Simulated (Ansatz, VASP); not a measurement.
## SnSe in VASP and in Ansatz

```xyz
2
Lattice="0.0000 3.0336 2.9888 3.0336 0.0000 2.9888 3.0336 3.0336 0.0000" Properties=species:S:1:pos:R:3 pbc="T T T"
Sn    0.0000    0.0000    0.0000
Se    3.0336    3.0336    2.9888
```

Change from the starting cell: strain +0.015 along x and y, +0.000 along z, atoms carried along.

Alike in both runs: task single point; functional PBE; dispersion D3(BJ); k mesh 10 × 10 × 10; occupations gaussian, width 0.05 eV; no spin polarisation.

```csv
,VASP,Ansatz
version,VASP 6.6.1,Ansatz 0.2.0
potentials or method,"VASP PAW PBE potentials, release 64 (Sn_d, Se), cutoff 520 eV","scalar-relativistic, plane waves, PAW"
valence electrons in the cell,20,30
```

|  | VASP | Ansatz | Ansatz less VASP |
| --- | --- | --- | --- |
| gap on the k mesh at the Fermi level (eV) | 0.49 | 0.49 | 0.000 |
| least direct gap on the mesh (eV) | 0.55 | 0.55 | -0.001 |
| pressure (GPa) | -1.5 | -1.5 | +0.02 |
| traceless stress, the component that is largest in VASP (GPa) | 1.20 | 1.20 | -0.005 |

VASP's potentials hold 20 valence electrons a cell and Ansatz's 30, so a difference there can come from the potentials and not from the codes.
